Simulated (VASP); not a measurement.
Here is a VASP 6.6.1 calculation.

File INCAR:

```
PREC = Accurate
ENCUT = 520
EDIFF = 1E-7
ISMEAR = 0
SIGMA = 0.05
LREAL = False
LASPH = True
NELM = 100
ALGO = Normal
ISIF = 2
LWAVE = False
LCHARG = True
GGA = PS
LELF = True
LVHAR = True
NBANDS = 11
```

The input KPOINTS:

```
regular mesh
0
Gamma
  10 10 10
```

POSCAR

```
BeS
1.0
    0.0000000000      2.3677577096      2.4450203528
    2.4450203528      0.0000000000      2.4450203528
    2.4450203528      2.3677577096      0.0000000000
Be S
1 1
Direct
    0.0000000000      0.0000000000      0.0000000000
    0.7500000000      0.7500000000      0.7500000000
```

Potentials or basis: VASP PAW PBE potentials, release 64 (Be, S).

The run is started by

```bash
$ cat potpaw_PBE.64/Be/POTCAR potpaw_PBE.64/S/POTCAR > POTCAR
$ mpirun -np 1 vasp_std > vasp.out
```

(1) What does it give for the pressure?

(2) Predict the band gap on the k mesh.

Results:

(1) 0.1 GPa.

(2) 2.64 eV, indirect (least direct gap 5.48 eV).

Caveat: the PAW data sets were made with another functional, which shifts forces and pressure a little.
